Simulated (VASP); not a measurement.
# Sn (P6_3/mmc) in VASP: further runs, part 2 of 3

VASP 6.6.1. The steps go on from the part before.

## (3) Single point, revPBE (30.73 Å³/atom)

This run uses another cell than the first one, of 30.73 Å³/atom.

INCAR

```
ALGO = Normal
EDIFF = 1E-6
ENCUT = 520
GGA = RE
ISIF = 2
ISMEAR = -1
LASPH = True
LCHARG = False
LREAL = False
LWAVE = False
NBANDS = 36
NELM = 100
PREC = Accurate
SIGMA = 0.1
```

KPOINTS

```
k-points
0
Gamma
  12 12 4
```

POSCAR

```
Sn
1.0
    3.5030099937      0.0000000000      0.0000000000
   -1.7515049969      3.0336956443      0.0000000000
    0.0000000000      0.0000000000     11.5651919846
Sn
4
Direct
    0.0000000000      0.0000000000      0.0000000000
    0.0000000000      0.0000000000      0.5000000000
    0.3333333333      0.6666666667      0.2500000000
    0.6666666667      0.3333333333      0.7500000000
```

Potentials or basis: VASP PAW PBE potentials, release 64 (Sn_d).

On the command line:

```console
$ cat potpaw_PBE.64/Sn_d/POTCAR > POTCAR
$ mpirun -np 1 vasp_std > vasp.out
```

OUTCAR:

```text
EDIFF = 1E-6
   ENCUT = 520
   GGA = RE
   ISIF = 2
   ISMEAR = -1
   LASPH = True
   LREAL = False
   NELM = 100
   PREC = Accurate

 ion  position               nearest neighbor table
   1  0.000  0.000  0.000-   3 3.53   4 3.53   4 3.53   3 3.53   4 3.53   3 3.53
   2  0.000  0.000  0.500-   3 3.53   4 3.53   4 3.53   3 3.53   4 3.53   3 3.53
   3  0.333  0.667  0.250-   1 3.53   2 3.53   1 3.53   2 3.53   1 3.53   2 3.53
   4  0.667  0.333  0.750-   1 3.53   2 3.53   1 3.53   2 3.53   1 3.53   2 3.53

  LATTYP: Found a hexagonal cell.
 ALAT       =     3.5030099937
 C/A-ratio  =     3.3015012819

  Lattice vectors:

 A1 = (   3.5030099937,   0.0000000000,   0.0000000000)
 A2 = (  -1.7515049969,   3.0336956443,   0.0000000000)
 A3 = (   0.0000000000,   0.0000000000,  11.5651919846)

Analysis of symmetry for initial positions (statically):
=====================================================================
 Subroutine PRICEL returns:
 Original cell was already a primitive cell.

 Routine SETGRP: Setting up the symmetry group for a
 hexagonal supercell.

 Subroutine GETGRP returns: Found 24 space group operations
 (whereof 12 operations were pure point group operations)
 out of a pool of 24 trial point group operations.

The static configuration has the point symmetry D_3d.
 The point group associated with its full space group is D_6h.

Analysis of symmetry for dynamics (positions and initial velocities):
=====================================================================
 Subroutine PRICEL returns:
 Original cell was already a primitive cell.

 Routine SETGRP: Setting up the symmetry group for a
 hexagonal supercell.

 Subroutine GETGRP returns: Found 24 space group operations
 (whereof 12 operations were pure point group operations)
 out of a pool of 24 trial point group operations.

The dynamic configuration has the point symmetry D_3d.
 The point group associated with its full space group is D_6h.

 Subroutine INISYM returns: Found 24 space group operations
 (whereof 12 operations are pure point group operations),
 and found     1 'primitive' translations

----------------------------------------------------------------------------------------

                                     Primitive cell

  volume of cell :     122.9041

  direct lattice vectors                    reciprocal lattice vectors
     3.503009994  0.000000000  0.000000000     0.285468783  0.164815479  0.000000000
    -1.751504997  3.033695644  0.000000000     0.000000000  0.329630958  0.000000000
     0.000000000  0.000000000 11.565191985     0.000000000  0.000000000  0.086466355

  length of vectors
     3.503009994  3.503009994 11.565191985     0.329630958  0.329630958  0.086466355

  position of ions in fractional coordinates (direct lattice)
     0.000000000  0.000000000  0.000000000
     0.000000000  0.000000000  0.500000000
     0.333333333  0.666666667  0.250000000
     0.666666667  0.333333333  0.750000000

  ion indices of the primitive-cell ions
   primitive index   ion index
                 1           1
                 2           2
                 3           3
                 4           4

----------------------------------------------------------------------------------------

 KPOINTS: k-points
[... 22 lines left out ...]

 Following reciprocal coordinates:
            Coordinates               Weight
  0.000000  0.000000  0.000000      1.000000
  0.083333  0.000000  0.000000      6.000000
  0.166667  0.000000  0.000000      6.000000
  0.250000  0.000000  0.000000      6.000000
  0.333333  0.000000  0.000000      6.000000
  0.416667  0.000000  0.000000      6.000000
[... 16 lines left out ...]
  0.250000  0.000000  0.250000     12.000000
  0.333333  0.000000  0.250000     12.000000
 [... further k-points ...]
   k-points           NKPTS =     57   k-points in BZ     NKDIM =     57   number of bands    NBANDS=     36
   number of dos      NEDOS =    301   number of ions     NIONS =      4
   total plane-waves  NPLWV =  70560
   dimension x,y,z NGX =    28 NGY =   28 NGZ =   90
   dimension x,y,z NGXF=    56 NGYF=   56 NGZF=  180
   ions per type =               4
   NGX,Y,Z   is equivalent  to a cutoff of  13.29, 13.29, 12.94 a.u.
   NGXF,Y,Z  is equivalent  to a cutoff of  26.58, 26.58, 25.87 a.u.
 SYSTEM =  unknown system
   PREC   = accura    normal or accurate (medium, high low for compatibility)
   ISTART =      0    job   : 0-new  1-cont  2-samecut
   ICHARG =      2    charge: 1-file 2-atom 10-const
   ISPIN  =      1    spin polarized calculation?
   LNONCOLLINEAR =      F non collinear calculations
   LSORBIT =      F    spin-orbit coupling
   LASPH  =      T    aspherical Exc in radial PAW
   ENCUT  =  520.0 eV  38.22 Ry    6.18 a.u.   6.51  6.51 21.50*2*pi/ulx,y,z
   NELM   =    100;   NELMIN=  2; NELMDL= -5     # of ELM steps
   EDIFF  = 0.1E-05   stopping-criterion for ELM
   LREAL  =      F    real-space projection
   EDIFFG = 0.1E-04   stopping-criterion for IOM
   NSW    =      0    number of steps for IOM
   IBRION =     -1    ionic relax: 0-MD 1-quasi-New 2-CG
   NFREE  =      0    steps in history (QN), initial steepest desc. (CG)
   ISIF   =      2    stress and relaxation
   ISYM   =      2    0-nonsym 1-usesym 2-fastsym
   POTIM  = 0.5000    time-step for ionic-motion
   TEBEG  =    0.0;   TEEND  =   0.0 temperature during run
   PSTRESS=    0.0 pullay stress
   NELECT =      56.0000    total number of electrons
   NUPDOWN=      -1.0000    fix difference up-down
   EMIN   =  10.00;   EMAX   =-10.00  energy-range for DOS
   EFERMI =   0.00;   METHOD = LEGACY
   ISMEAR =    -1;   SIGMA  =   0.10  broadening in eV -4-tet -1-fermi 0-gaus
   EFERMI_NEDOS =   21; number of points for ismear=-14 and -15
   IALGO  =     38    algorithm
   IMIX   =      4    mixing-type and parameters
     AMIX     =   0.40;   BMIX     =  1.00
     AMIX_MAG =   1.60;   BMIX_MAG =  1.00
  volume/ion in A,a.u.               =      30.73       207.35
  Fermi-wavevector in a.u.,A,eV,Ry     =   1.259743  2.380570 21.591813  1.586953
  Thomas-Fermi vector in A             =   2.393288
   LORBIT       =      0    0 simple, 1 ext, 2 COOP (PROOUT), +10 PAW based schemes
   GGA     = RE    functional components
   LHFCALC =     F    Hartree Fock is set to
   AEXX    =    0.0000 exact exchange contribution
   IVDW    =     0    specifies the selected vdW correction
   LEPSILON=     F    determine dielectric tensor
   LRPA    =     F    only Hartree local field effects (RPA)
 non-spin polarized calculation
  energy-cutoff  :      520.00
  volume of cell :      122.90
 maximum number of plane-waves:      3344
 NGX is ok and might be reduce to    28
   NGX = 13   NGY = 13   NGZ = 43

 number of electron      55.9999999 magnetization

 Free energy of the ion-electron system (eV)
  ---------------------------------------------------
  ext. energy  EPLUGINS =         0.00000000
  ---------------------------------------------------
  free energy    TOTEN  =       -13.86169356 eV

  energy without entropy =      -13.77739628  energy(sigma->0) =      -13.81954492

 E-fermi :   6.8110     XC(G=0):  -9.7433

 val. band max:        6.7711218702   @ k =   0.2500   0.0000   0.2500
 cond. band min:       6.8387932212   @ k =   0.3333   0.1667   0.2500
 fundamental gap:      0.0676713510
 Fermi energy:         6.8110421681

 k-point     1 :       0.0000    0.0000    0.0000
  band No.  band energies     occupation
      1     -14.7638      2.00000
      2     -14.7611      2.00000
      3     -14.7578      2.00000
      4     -14.7578      2.00000
      5     -14.7576      2.00000
      6     -14.7576      2.00000
[... 925 lines left out ...]
     35      11.1162      0.00000
     36      12.1851      0.00000

 [... further k-points ...]

------------------------ aborting loop because EDIFF is reached ----------------------------------------

  FORCE on cell =-STRESS in cart. coord.  units (eV):
  Direction    XX          YY          ZZ          XY          YZ          ZX
  --------------------------------------------------------------------------------------
  -------------------------------------------------------------------------------------
  Total       -2.0471979     -2.0471979     -2.1093294      0.0000000      0.0000000      0.0000000
  in kB      -26.6872723    -26.6872723    -27.4972179      0.0000000      0.0000000      0.0000000
  external PRESSURE =     -26.9572541 kB  Pullay stress =       0.0000000 kB

 VOLUME and BASIS-vectors are now :
 -----------------------------------------------------------------------------
  energy-cutoff  :      520.00
  volume of cell :      122.90
      direct lattice vectors                 reciprocal lattice vectors
     3.503009994  0.000000000  0.000000000     0.285468783  0.164815479  0.000000000
    -1.751504997  3.033695644  0.000000000     0.000000000  0.329630958  0.000000000
     0.000000000  0.000000000 11.565191985     0.000000000  0.000000000  0.086466355

 POSITION                                       TOTAL-FORCE (eV/Angst)
 -----------------------------------------------------------------------------------
      0.00000      0.00000      0.00000        -0.000000      0.000000      0.000000
      0.00000      0.00000      5.78260         0.000000      0.000000      0.000000
     -0.00000      2.02246      2.89130         0.000000     -0.000000     -0.000000
      1.75150      1.01123      8.67389        -0.000000      0.000000     -0.000000
 -----------------------------------------------------------------------------------
    total drift:                                0.000000     -0.000000      0.000000

  FREE ENERGIE OF THE ION-ELECTRON SYSTEM (eV)
  ---------------------------------------------------
  free  energy   TOTEN  =       -13.8616935557 eV

  energy  without entropy=      -13.7773962836  energy(sigma->0) =      -13.81954492
```

OSZICAR:

```text
N       E                     dE             d eps       ncg     rms          rms(c)
DAV:   1     0.545185343594E+03    0.54519E+03   -0.28223E+04  4140   0.236E+03
DAV:   2     0.601353838144E+02   -0.48505E+03   -0.47788E+03  4112   0.572E+02
DAV:   3    -0.102222674583E+02   -0.70358E+02   -0.69144E+02  4664   0.190E+02
DAV:   4    -0.137626352284E+02   -0.35404E+01   -0.34980E+01  4636   0.449E+01
DAV:   5    -0.138861586437E+02   -0.12352E+00   -0.12347E+00  5604   0.838E+00    0.218E+00
DAV:   6    -0.138669773711E+02    0.19181E-01   -0.60862E-02  4968   0.230E+00    0.118E+00
DAV:   7    -0.138616190806E+02    0.53583E-02   -0.29225E-02  4812   0.161E+00    0.185E-01
DAV:   8    -0.138616601291E+02   -0.41049E-04   -0.23913E-03  4420   0.598E-01    0.536E-02
DAV:   9    -0.138616843985E+02   -0.24269E-04   -0.22091E-04  5260   0.217E-01    0.218E-02
DAV:  10    -0.138616922307E+02   -0.78322E-05   -0.38734E-05  6312   0.874E-02    0.627E-03
DAV:  11    -0.138616933533E+02   -0.11226E-05   -0.22545E-06  2552   0.420E-02    0.159E-03
DAV:  12    -0.138616935557E+02   -0.20236E-06   -0.60752E-07  2168   0.130E-02
   1 F= -.13861694E+02 E0= -.13819545E+02  d E =-.842973E-01
```

stdout:

```text
POSCAR found type information on POSCAR Sn
 POSCAR found :  1 types and       4 ions
 scaLAPACK will be used
 -----------------------------------------------------------------------------
|                                                                             |
|                                                                             |
|     You enforced a specific xc type in the INCAR file but a different       |
|     I HOPE YOU KNOW WHAT YOU ARE DOING!                                     |
|                                                                             |
 -----------------------------------------------------------------------------

 LDA part: xc-table for (Slater+PW92), standard interpolation
 POSCAR, INCAR and KPOINTS ok, starting setup
 FFT: planning ... GRIDC
 FFT: planning ... GRID_SOFT
 FFT: planning ... GRID
 WAVECAR not read
 entering main loop
```

Run time: 3.3 min. Hardware: 1 thread of Intel Xeon Platinum 8488C (Sapphire Rapids), shared host; peak memory 0.35 GiB.

What came out:

```
Free energy            : -13.8617 eV
Pressure               : -2.7 GPa
Band gap on the k mesh : zero (bands 28 and 29 overlap by 7.39 eV)
```

Stress tensor (GPa, compression positive):
```
-2.67  0.00  0.00
 0.00 -2.67  0.00
 0.00  0.00 -2.75
```

Caveat: the PAW data sets were made with another functional, which shifts forces and pressure a little; spin-orbit coupling is left out, which moves the levels of the heavy elements.

(Part 2 of 3 ends here.)

The gap in the log of VASP goes by the Fermi energy; the results here count the filled bands.